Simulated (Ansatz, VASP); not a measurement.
Cu in VASP and in Ansatz

File INCAR:

```
SYSTEM = Cu
PREC     = Accurate       ! precision mode
ENCUT    = 520            ! plane-wave cutoff, eV
EDIFF    = 1E-6           ! SCF threshold, eV
ISMEAR   = 1              ! smearing method
SIGMA    = 0.1            ! smearing width, eV
LREAL    = .False.        ! projectors in reciprocal space
LASPH    = .True.         ! aspherical terms in the spheres
NELM     = 60             ! most SCF steps
ALGO     = Normal         ! electronic algorithm
ISIF     = 2              ! what is computed and relaxed
LWAVE    = .False.        ! write WAVECAR
LCHARG   = .False.        ! write CHGCAR
GGA      = B5             ! functional
ALDAX    = 1.0          
AGGAX    = 1.0          
AGGAC    = 1.0          
ALDAC    = 0.0          
NBANDS   = 42             ! bands
```

File KPOINTS:

```
Automatic mesh
0
Gamma
  10 10 1
  0 0 0
```

File POSCAR:

```
Cu
1.0
    2.5036580000      0.0000000000      0.0000000000
   -1.2518290000      2.1682320000      0.0000000000
    0.0000000000      0.0000000000     24.5755890000
Cu
6
Direct
    0.0000000000      0.0000000000      0.3737640000
    0.6666666667      0.3333333333      0.2896140000
    0.3333333333      0.6666666667      0.4579910000
    0.0000000000      0.0000000000      0.6262360000
    0.6666666667      0.3333333333      0.5420090000
    0.3333333333      0.6666666667      0.7103860000
```

Input for Ansatz:

```yaml
crystal:
  lattice:
    - [2.503658, 0.0, 0.0]
    - [-1.251829, 2.168232, 0.0]
    - [0.0, 0.0, 24.575589]
  atoms:
    - { symbol: Cu, position: [0.0, 0.0, 0.373764] }
    - { symbol: Cu, position: [0.6666666666666666, 0.3333333333333333, 0.289614] }
    - { symbol: Cu, position: [0.3333333333333333, 0.6666666666666666, 0.457991] }
    - { symbol: Cu, position: [0.0, 0.0, 0.626236] }
    - { symbol: Cu, position: [0.6666666666666666, 0.3333333333333333, 0.542009] }
    - { symbol: Cu, position: [0.3333333333333333, 0.6666666666666666, 0.710386] }
kpoints:
  mp_grid:
    grid: [10, 10, 1]
hamiltonian:
  xc: blyp
  pseudopotentials:
    kind: paw
scf:
  convergence:
    dr2_threshold: 1.0e-09
  occupations:
    method: cold
output:
  forces: true
  stress: true
```

Alike in both runs: task single point; functional BLYP; k mesh 10 × 10 × 1; no spin polarisation.

|  | VASP | Ansatz |
| --- | --- | --- |
| version | VASP 6.6.1 | Ansatz 0.2.0 |
| potentials or method | VASP PAW PBE potentials, release 64 (Cu) | plane waves, PAW |
| plane-wave cutoff (eV) | 520 | 420 |
| occupations | methfessel-paxton of order 1, width 0.1 eV | cold |
| valence electrons in the cell | 66 | 114 |

Ansatz gave:

| Quantity | Value |
| --- | --- |
| rms of the force components (eV/Å) | 0.196 |

Problem. Estimate VASP's values.

Solution. rms of the force components (eV/Å): 0.205.

VASP's potentials were made for PBE, not for BLYP. Atom by atom the forces differ by 0.010 eV/Å (rms over components). VASP's potentials hold 66 valence electrons a cell and Ansatz's 114, so a difference there can come from the potentials and not from the codes. Ansatz's warnings: stress scf threshold loose.
